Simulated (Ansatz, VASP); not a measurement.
## Si: VASP beside Ansatz

```
Si
1.0
    -3.34558    3.34558    1.93042
     3.34558   -3.34558    1.93042
     3.34558    3.34558   -1.93042
Si
4
Direct
  0.17861 0.17861 0.35722
  0.82139 0.82139 0.64278
  0.17861 0.82139 0.00000
  0.82139 0.17861 0.00000
```

Alike in both runs: functional PBE; k mesh 10 × 10 × 10; occupations gaussian, width 0.01 eV; no spin polarisation.

Ansatz relaxed the structure, and its values are those at the end. VASP's run is a single point on that final structure, the one shown.

```csv
,VASP,Ansatz
version,VASP 6.6.1,Ansatz 0.2.0
potentials or method,"VASP PAW PBE potentials, release 64 (Si), cutoff 520 eV","scalar-relativistic, plane waves, PAW"
valence electrons in the cell,16,16
```

Ansatz gave:

```
gap on the k mesh at the Fermi level (eV) : 0.41
least direct gap on the mesh (eV)         : 0.44
pressure (GPa)                            : 0.0
```

Estimate VASP's values.

gap on the k mesh at the Fermi level (eV): 0.41; least direct gap on the mesh (eV): 0.44; pressure (GPa): -0.1.

The functional is the same, so the differences come from potentials, cutoffs and numerics.
